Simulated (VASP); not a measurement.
# Ti (P6/mmm) in VASP: further runs

Ti is run at these levels: PBEsol; tasks: single point.

Program: VASP 6.6.1. These are calculated values, not measurements. Logs are shortened: lines on timing, memory, paths and dates and some standing lists are left out, and cuts for length are marked.

## 1. The cell of the first run

Symmetry: P6/mmm, No. 191, hexagonal system. Conventional cell: a = 4.407 Å, b = 4.407 Å, c = 3.067 Å, α = 90.00°, β = 90.00°, γ = 120.00°. Ti (site symmetry 6/mmm) has 14 Ti at 2.97 to 3.07 Å within 3.9 Å. Ti (site symmetry -6m2) has 11 Ti at 2.54 to 3.07 Å within 3.4 Å.

## 2. Single point, PBEsol

File INCAR:

```
SYSTEM = Ti
  PREC = Accurate
  ENCUT = 520
  EDIFF = 1E-6
  ISMEAR = 0
  SIGMA = 0.15
  LREAL = .False.
  LASPH = .True.
  NELM = 80
  ALGO = Fast
  ISIF = 2
  LWAVE = .False.
  LCHARG = .False.
  GGA = PS
  NBANDS = 25
```

File KPOINTS:

```
Automatic mesh
0
Gamma
  12 12 14
  0 0 0
```

File POSCAR:

```
Ti
1.0
    4.4066000000      0.0000000000      0.0000000000
   -2.2033000000      3.8162275443      0.0000000000
    0.0000000000      0.0000000000      3.0669000000
Ti
3
Direct
    0.0000000000      0.0000000000      0.0000000000
    0.3333333333      0.6666666667      0.5000000000
    0.6666666667      0.3333333333      0.5000000000
```

Potentials or basis: VASP PAW PBE potentials, release 64 (Ti_sv).

Command:

```sh
$ cat potpaw_PBE.64/Ti_sv/POTCAR > POTCAR
$ mpirun -np 1 vasp_std > vasp.out
```

OUTCAR:

```text
SYSTEM = Ti
   PREC = Accurate
   ENCUT = 520
   EDIFF = 1E-6
   ISMEAR = 0
   LREAL = .False.
   LASPH = .True.
   NELM = 80
   ISIF = 2
   GGA = PS

 ion  position               nearest neighbor table
   1  0.000  0.000  0.000-
   2  0.333  0.667  0.500-   3 2.54   3 2.54   3 2.54
   3  0.667  0.333  0.500-   2 2.54   2 2.54   2 2.54

  LATTYP: Found a hexagonal cell.
 ALAT       =     4.4066000000
 C/A-ratio  =     0.6959787591

  Lattice vectors:

 A1 = (   4.4066000000,   0.0000000000,   0.0000000000)
 A2 = (  -2.2033000000,   3.8162275443,   0.0000000000)
 A3 = (   0.0000000000,   0.0000000000,   3.0669000000)

Analysis of symmetry for initial positions (statically):
=====================================================================
 Subroutine PRICEL returns:
 Original cell was already a primitive cell.

 Routine SETGRP: Setting up the symmetry group for a
 hexagonal supercell.

 Subroutine GETGRP returns: Found 24 space group operations
 (whereof 24 operations were pure point group operations)
 out of a pool of 24 trial point group operations.

The static configuration has the point symmetry D_6h.

Analysis of symmetry for dynamics (positions and initial velocities):
=====================================================================
 Subroutine PRICEL returns:
 Original cell was already a primitive cell.

 Routine SETGRP: Setting up the symmetry group for a
 hexagonal supercell.

 Subroutine GETGRP returns: Found 24 space group operations
 (whereof 24 operations were pure point group operations)
 out of a pool of 24 trial point group operations.

The dynamic configuration has the point symmetry D_6h.

 Subroutine INISYM returns: Found 24 space group operations
 (whereof 24 operations are pure point group operations),
 and found     1 'primitive' translations

----------------------------------------------------------------------------------------

                                     Primitive cell

  volume of cell :      51.5748

  direct lattice vectors                    reciprocal lattice vectors
     4.406600000  0.000000000  0.000000000     0.226932329  0.131019441  0.000000000
    -2.203300000  3.816227544  0.000000000     0.000000000  0.262038882  0.000000000
     0.000000000  0.000000000  3.066900000     0.000000000  0.000000000  0.326062147

  length of vectors
     4.406600000  4.406600000  3.066900000     0.262038882  0.262038882  0.326062147

  position of ions in fractional coordinates (direct lattice)
     0.000000000  0.000000000  0.000000000
     0.333333333  0.666666667  0.500000000
     0.666666667  0.333333333  0.500000000

  ion indices of the primitive-cell ions
   primitive index   ion index
                 1           1
                 2           2
                 3           3

----------------------------------------------------------------------------------------

 KPOINTS: Automatic mesh

Automatic generation of k-mesh.
 Grid dimensions read from file:
 generate k-points for:   12   12   14

 Generating k-lattice:

  Cartesian coordinates                     Fractional coordinates (reciprocal lattice)
     0.018911027  0.010918287  0.000000000     0.083333333 -0.000000000  0.000000000
     0.000000000  0.021836574  0.000000000     0.000000000  0.083333333  0.000000000
     0.000000000  0.000000000  0.023290153     0.000000000  0.000000000  0.071428571

  Length of vectors
     0.021836574  0.021836574  0.023290153

  Shift w.r.t. Gamma in fractional coordinates (k-lattice)
     0.000000000  0.000000000  0.000000000

 Subroutine IBZKPT returns following result:
 ===========================================

 Found    152 irreducible k-points:

 Following reciprocal coordinates:
            Coordinates               Weight
  0.000000  0.000000  0.000000      1.000000
  0.083333  0.000000  0.000000      6.000000
  0.166667  0.000000  0.000000      6.000000
  0.250000  0.000000  0.000000      6.000000
  0.333333  0.000000  0.000000      6.000000
  0.416667  0.000000  0.000000      6.000000
[... 16 lines left out ...]
  0.250000  0.000000  0.071429     12.000000
  0.333333  0.000000  0.071429     12.000000
 [... further k-points ...]
   k-points           NKPTS =    152   k-points in BZ     NKDIM =    152   number of bands    NBANDS=     25
   number of dos      NEDOS =    301   number of ions     NIONS =      3
   total plane-waves  NPLWV =  31104
   dimension x,y,z NGX =    36 NGY =   36 NGZ =   24
   dimension x,y,z NGXF=    72 NGYF=   72 NGZF=   48
   ions per type =               3
   NGX,Y,Z   is equivalent  to a cutoff of  13.58, 13.58, 13.01 a.u.
   NGXF,Y,Z  is equivalent  to a cutoff of  27.16, 27.16, 26.02 a.u.
 SYSTEM =  Ti
   PREC   = accura    normal or accurate (medium, high low for compatibility)
   ISTART =      0    job   : 0-new  1-cont  2-samecut
   ICHARG =      2    charge: 1-file 2-atom 10-const
   ISPIN  =      1    spin polarized calculation?
   LNONCOLLINEAR =      F non collinear calculations
   LSORBIT =      F    spin-orbit coupling
   LASPH  =      T    aspherical Exc in radial PAW
   ENCUT  =  520.0 eV  38.22 Ry    6.18 a.u.   8.19  8.19  5.70*2*pi/ulx,y,z
   NELM   =     80;   NELMIN=  2; NELMDL= -5     # of ELM steps
   EDIFF  = 0.1E-05   stopping-criterion for ELM
   LREAL  =      F    real-space projection
   EDIFFG = 0.1E-04   stopping-criterion for IOM
   NSW    =      0    number of steps for IOM
   IBRION =     -1    ionic relax: 0-MD 1-quasi-New 2-CG
   NFREE  =      0    steps in history (QN), initial steepest desc. (CG)
   ISIF   =      2    stress and relaxation
   ISYM   =      2    0-nonsym 1-usesym 2-fastsym
   POTIM  = 0.5000    time-step for ionic-motion
   TEBEG  =    0.0;   TEEND  =   0.0 temperature during run
   PSTRESS=    0.0 pullay stress
   NELECT =      36.0000    total number of electrons
   NUPDOWN=      -1.0000    fix difference up-down
   EMIN   =  10.00;   EMAX   =-10.00  energy-range for DOS
   EFERMI =   0.00;   METHOD = LEGACY
   ISMEAR =     0;   SIGMA  =   0.15  broadening in eV -4-tet -1-fermi 0-gaus
   EFERMI_NEDOS =   21; number of points for ismear=-14 and -15
   IALGO  =     68    algorithm
   IMIX   =      4    mixing-type and parameters
     AMIX     =   0.40;   BMIX     =  1.00
     AMIX_MAG =   1.60;   BMIX_MAG =  1.00
  volume/ion in A,a.u.               =      17.19       116.01
  Fermi-wavevector in a.u.,A,eV,Ry     =   1.452211  2.744282 28.693569  2.108918
  Thomas-Fermi vector in A             =   2.569619
   LORBIT       =      0    0 simple, 1 ext, 2 COOP (PROOUT), +10 PAW based schemes
   GGA     = PS    functional components
   LHFCALC =     F    Hartree Fock is set to
   AEXX    =    0.0000 exact exchange contribution
   IVDW    =     0    specifies the selected vdW correction
   LEPSILON=     F    determine dielectric tensor
   LRPA    =     F    only Hartree local field effects (RPA)
 non-spin polarized calculation
 RMM-DIIS sequential band-by-band and
 Gauss-broadening in eV      SIGMA  =   0.15
  energy-cutoff  :      520.00
  volume of cell :       51.57
 maximum number of plane-waves:      1410
 NGX is ok and might be reduce to    36

 number of electron      36.0000002 magnetization

 Free energy of the ion-electron system (eV)
  ---------------------------------------------------
  ext. energy  EPLUGINS =         0.00000000
  ---------------------------------------------------
  free energy    TOTEN  =       -24.80077455 eV

  energy without entropy =      -24.76366632  energy(sigma->0) =      -24.78222044

 E-fermi :   8.2520     XC(G=0): -11.6667

 val. band max:        8.2513130498   @ k =   0.4167   0.1667   0.1429
 cond. band min:       8.2547999771   @ k =   0.4167   0.0833   0.1429
 fundamental gap:      0.0034869273
 Fermi energy:         8.2519920653

 k-point     1 :       0.0000    0.0000    0.0000
  band No.  band energies     occupation
      1     -48.5096      2.00000
      2     -48.1710      2.00000
      3     -47.9165      2.00000
      4     -24.9252      2.00000
      5     -24.9252      2.00000
      6     -24.8196      2.00000
[... 17 lines left out ...]
     24       9.5185      0.00000
     25       9.6069      0.00000

 k-point     2 :       0.0833    0.0000    0.0000
  band No.  band energies     occupation
      1     -48.5087      2.00000
      2     -48.1680      2.00000
      3     -47.9206      2.00000
      4     -24.9512      2.00000
      5     -24.9463      2.00000
      6     -24.7952      2.00000
[... 17 lines left out ...]
     24       9.7233      0.00000
     25       9.8180      0.00000

 k-point     3 :       0.1667    0.0000    0.0000
  band No.  band energies     occupation
      1     -48.5062      2.00000
      2     -48.1590      2.00000
      3     -47.9327      2.00000
      4     -24.9980      2.00000
      5     -24.9700      2.00000
      6     -24.7528      2.00000
[... 17 lines left out ...]
     24       9.9423      0.00000
     25      10.1437      0.00000

 k-point     4 :       0.2500    0.0000    0.0000
  band No.  band energies     occupation
      1     -48.5029      2.00000
      2     -48.1444      2.00000
      3     -47.9513      2.00000
      4     -25.0430      2.00000
      5     -24.9726      2.00000
      6     -24.7139      2.00000
[... 17 lines left out ...]
     24      10.2363      0.00000
     25      10.4700      0.00000

 k-point     5 :       0.3333    0.0000    0.0000
  band No.  band energies     occupation
      1     -48.4997      2.00000
      2     -48.1256      2.00000
      3     -47.9740      2.00000
      4     -25.0788      2.00000
      5     -24.9531      2.00000
      6     -24.6843      2.00000
[... 17 lines left out ...]
     24      10.4100      0.00000
     25      10.5607      0.00000

 k-point     6 :       0.4167    0.0000    0.0000
  band No.  band energies     occupation
      1     -48.4975      2.00000
      2     -48.1064      2.00000
      3     -47.9958      2.00000
      4     -25.1018      2.00000
      5     -24.9228      2.00000
      6     -24.6660      2.00000
[... 17 lines left out ...]
     24       9.9407      0.00000
     25      10.9033      0.00000
[... 393 lines left out ...]
 k-point    21 :       0.0833    0.0000    0.0714
  band No.  band energies     occupation
      1     -48.5070      2.00000
      2     -48.1675      2.00000
      3     -47.9196      2.00000
      4     -24.9475      2.00000
      5     -24.9429      2.00000
      6     -24.7946      2.00000
[... 17 lines left out ...]
     24       9.6473      0.00000
     25       9.9892      0.00000

 k-point    22 :       0.1667    0.0000    0.0714
  band No.  band energies     occupation
      1     -48.5046      2.00000
      2     -48.1584      2.00000
      3     -47.9317      2.00000
      4     -24.9932      2.00000
      5     -24.9667      2.00000
      6     -24.7536      2.00000
[... 17 lines left out ...]
     24       9.8847      0.00000
     25      10.2807      0.00000

 k-point    23 :       0.2500    0.0000    0.0714
  band No.  band energies     occupation
      1     -48.5015      2.00000
      2     -48.1436      2.00000
      3     -47.9503      2.00000
      4     -25.0373      2.00000
      5     -24.9701      2.00000
      6     -24.7161      2.00000
[... 17 lines left out ...]
     24      10.1807      0.00000
     25      10.6346      0.00000

 k-point    24 :       0.3333    0.0000    0.0714
  band No.  band energies     occupation
      1     -48.4985      2.00000
      2     -48.1246      2.00000
      3     -47.9730      2.00000
      4     -25.0726      2.00000
      5     -24.9522      2.00000
      6     -24.6877      2.00000
[... 17 lines left out ...]
     24      10.4603      0.00000
     25      10.5107      0.00000

 [... further k-points ...]
[... 5 lines left out ...]
  --------------------------------------------------------------------------------------
  -------------------------------------------------------------------------------------
  Total        0.3382760      0.3382760     -5.2783875      0.0000000      0.0000000     -0.0000000
  in kB       10.5085848     10.5085848   -163.9737557      0.0000000      0.0000000     -0.0000000
  external PRESSURE =     -47.6521954 kB  Pullay stress =       0.0000000 kB

 VOLUME and BASIS-vectors are now :
 -----------------------------------------------------------------------------
  energy-cutoff  :      520.00
  volume of cell :       51.57
      direct lattice vectors                 reciprocal lattice vectors
     4.406600000  0.000000000  0.000000000     0.226932329  0.131019441  0.000000000
    -2.203300000  3.816227544  0.000000000     0.000000000  0.262038882  0.000000000
     0.000000000  0.000000000  3.066900000     0.000000000  0.000000000  0.326062147

 POSITION                                       TOTAL-FORCE (eV/Angst)
 -----------------------------------------------------------------------------------
      0.00000      0.00000      0.00000        -0.000000      0.000000     -0.000000
     -0.00000      2.54415      1.53345        -0.000000      0.000000      0.000000
      2.20330      1.27208      1.53345         0.000000     -0.000000     -0.000000
 -----------------------------------------------------------------------------------
    total drift:                                0.000000      0.000000     -0.000000

  FREE ENERGIE OF THE ION-ELECTRON SYSTEM (eV)
  ---------------------------------------------------
  free  energy   TOTEN  =       -24.8007745508 eV

  energy  without entropy=      -24.7636663216  energy(sigma->0) =      -24.78222044
```

It took 4.7 min on 1 thread of Intel Xeon 6975P-C (Granite Rapids), shared host; peak memory 0.28 GiB.

What came out:

```
Free energy            : -24.8008 eV
Pressure               : -4.8 GPa
Band gap on the k mesh : zero (band 18 reaches 8.66 eV, above the bottom of band 19 at 8.04 eV)
```

Stress tensor (GPa, compression positive):
```
  1.05   0.00   0.00
  0.00   1.05   0.00
  0.00   0.00 -16.40
```

Caveat: the PAW data sets were made with another functional, which shifts forces and pressure a little.

## 3. Single point, PBEsol

This run uses another cell than the first one, of the same volume but with other edges.

File INCAR:

```
SYSTEM = Ti
PREC = Accurate ; ENCUT = 520
EDIFF = 1E-6 ; ISMEAR = 0
SIGMA = 0.15 ; LREAL = .FALSE.
LASPH = .TRUE. ; NELM = 100
ALGO = Fast ; ISIF = 2
LWAVE = .FALSE. ; LCHARG = .FALSE.
GGA = PS ; NBANDS = 25
```

File KPOINTS:

```
regular mesh
0
G
  12 12 14
  0 0 0
```

File POSCAR:

```
Ti
1.0
    4.5420000000      0.0000000000      0.0000000000
   -2.2710000000      3.9334873840      0.0000000000
    0.0000000000      0.0000000000      2.8823000000
Ti
3
Direct
    0.0000000000      0.0000000000      0.0000000000
    0.3333333333      0.6666666667      0.5000000000
    0.6666666667      0.3333333333      0.5000000000
```

Potentials or basis: VASP PAW PBE potentials, release 64 (Ti_sv).

Command:

```sh
$ cat potpaw_PBE.64/Ti_sv/POTCAR > POTCAR
$ mpirun -np 1 vasp_std > vasp.out
```

Wall time 4.5 min (1 thread of Intel Xeon 6975P-C (Granite Rapids), shared host); peak memory 0.27 GiB.

Results (log left out):

- Free energy: -25.0295 eV
- Pressure: -4.9 GPa
- Band gap on the k mesh: zero (band 18 reaches 8.49 eV, above the bottom of band 19 at 8.13 eV)

Stress tensor (GPa, compression positive):
```
-3.51  0.00  0.00
 0.00 -3.51  0.00
 0.00  0.00 -7.81
```

Levels at points of the mesh, in eV from the Fermi level:
```tsv
k point	band 15	band 16	band 17	band 18	band 19	band 20	band 21	band 22
(0.00, 0.00, 0.00)	-0.68	-0.68	-0.57	-0.57	0.09	0.80	1.30	1.30
(0.50, 0.00, 0.00)	-2.62	-0.42	-0.34	-0.31	0.10	0.64	0.83	1.22
(0.00, 0.00, 0.50)	-2.08	-1.87	-1.62	-1.62	1.13	1.13	1.20	1.20
(0.50, 0.00, 0.50)	-1.66	-1.16	-0.75	-0.71	0.37	0.76	0.85	1.01
```

Caveat: the PAW data sets were made with another functional, which shifts forces and pressure a little.
